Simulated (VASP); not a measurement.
A run of VASP 6.6.1 is set up as follows.

File INCAR:

```
SYSTEM = Zn
PREC = Accurate ; ENCUT = 520
EDIFF = 1E-7 ; ISMEAR = -1
SIGMA = 0.05 ; LREAL = .False.
LASPH = .True. ; NELM = 80
ALGO = Normal ; ISIF = 2
LWAVE = .False. ; LCHARG = .False.
GGA = PE ; NBANDS = 12
```

File KPOINTS:

```
Automatic mesh
0
Gamma
  17 17 17
  0 0 0
```

File POSCAR:

```
Zn
1.0
    0.0000000000      1.5595248789      1.5595248789
    1.5595248789      0.0000000000      1.5595248789
    1.5595248789      1.5595248789      0.0000000000
Zn
1
Direct
    0.0000000000      0.0000000000      0.0000000000
```

Potentials or basis: VASP PAW PBE potentials, release 64 (Zn).

Run with:

```console
$ cat potpaw_PBE.64/Zn/POTCAR > POTCAR
$ mpirun -np 1 vasp_std > vasp.out
```

Question: What does it give for the band gap on the k mesh?

Answer: Zero (band 6 reaches 12.28 eV, above the bottom of band 7 at 11.00 eV).

Question: What does it give for the pressure?

Answer: 285.9 GPa.
